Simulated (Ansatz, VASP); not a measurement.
**Two plane-wave programs on ReSe**

File POSCAR:

```
ReSe
1.0
    0.0000000000      2.6207555219      2.6207555219
    2.6207555219      0.0000000000      2.6207555219
    2.6207555219      2.6207555219      0.0000000000
Re Se
1 1
Direct
    0.4904607661      0.5095392339      0.5095392339
    0.0000000000      0.0000000000      0.0000000000
```

The input INCAR.step1:

```
SYSTEM = ReSe
PREC     = Accurate       ! precision mode
ENCUT    = 520            ! plane-wave cutoff, eV
ISMEAR   = 0              ! smearing method
SIGMA    = 0.05           ! smearing width, eV
LREAL    = .FALSE.        ! projectors in reciprocal space
LASPH    = .TRUE.         ! aspherical terms in the spheres
NELM     = 150            ! most SCF steps
ISPIN    = 2              ! spin polarisation
MAGMOM   = 1.95 0         ! initial moments
LMAXMIX  = 4              ! l up to which the mixer works
NBANDS   = 18             ! bands
GGA      = PE             ! functional
ALGO     = Normal         ! electronic algorithm
EDIFF    = 1E-4           ! SCF threshold, eV
LWAVE    = .TRUE.         ! write WAVECAR
LCHARG   = .FALSE.        ! write CHGCAR
```

The input INCAR.step2:

```
SYSTEM = ReSe
PREC     = Accurate       ! precision mode
ENCUT    = 520            ! plane-wave cutoff, eV
EDIFF    = 1E-6           ! SCF threshold, eV
ISMEAR   = 0              ! smearing method
SIGMA    = 0.05           ! smearing width, eV
LREAL    = .FALSE.        ! projectors in reciprocal space
LASPH    = .TRUE.         ! aspherical terms in the spheres
NELM     = 150            ! most SCF steps
ALGO     = Normal         ! electronic algorithm
ISIF     = 2              ! what is computed and relaxed
LWAVE    = .FALSE.        ! write WAVECAR
LCHARG   = .FALSE.        ! write CHGCAR
ISPIN    = 2              ! spin polarisation
MAGMOM   = 1.95 0         ! initial moments
LORBIT   = 11             ! projections on sites
LMAXMIX  = 4              ! l up to which the mixer works
METAGGA  = R2SCAN         ! meta-GGA
LMIXTAU  = .TRUE.       
NBANDS   = 18             ! bands
ISTART   = 1
```

Contents of KPOINTS:

```
Automatic mesh
0
G
  12 12 12
  0 0 0
```

Input for Ansatz:

```yaml
crystal:
  lattice:
    - [0.0, 2.6207555219, 2.6207555219]
    - [2.6207555219, 0.0, 2.6207555219]
    - [2.6207555219, 2.6207555219, 0.0]
  atoms:
    - { symbol: Re, position: [0.4904607661, 0.5095392339, 0.5095392339], spin: 1.95 }
    - { symbol: Se, position: [0.0, 0.0, 0.0] }
basis:
  ecutwfc: 500
  ecutrho_ratio: 4
kpoints:
  mp_grid: { grid: [12, 12, 12] }
hamiltonian:
  xc: r2scan
scf:
  occupations: { method: gaussian, width: 0.05 }
output:
  forces: true
  stress: true
  eigenvalues: true
  populations: true
  write_density: true
  write_potential: true
  elf: true
  volumetric_format: npy
magnetization:
  spin_polarized: true
checkpoint:
  read: start.run
  write: ck
  compress: false
  write_wavefunctions: false
  write_every: 100000
```

Alike in both runs: task single point; functional r2SCAN; k mesh 12 × 12 × 12; occupations gaussian, width 0.05 eV; collinear spin.

```csv
,VASP,Ansatz
version,VASP 6.6.1,Ansatz 0.2.0
potentials or method,"VASP PAW PBE potentials, release 64 (Re, Se), cutoff 520 eV","scalar-relativistic, plane waves, PAW"
valence electrons in the cell,13,31
```

```csv
,VASP,Ansatz,Ansatz less VASP
gap on the k mesh at the Fermi level (eV),none,none,-
pressure (GPa),0.5,0.0,-0.48
"traceless stress, the component that is largest in VASP (GPa)",0.33,0.31,-0.013
rms of the force components (eV/Å),0.085,0.082,-0.0033
net moment per atom (μB),1.14,1.14,-0.001
size of the moment on the site where the two differ most (μB),2.22,1.72,-0.507
```

VASP's potentials were made for PBE, not for r2SCAN. Site moments also hang on the region over which each program counts them. Atom by atom the forces differ by 0.003 eV/Å (rms over components). A gap of «none» marks a metal or a gap that the smearing closes. VASP's potentials hold 13 valence electrons a cell and Ansatz's 31, so a difference there can come from the potentials and not from the codes. Ansatz's warnings: stability check not made.

Neither program's run includes spin-orbit coupling.
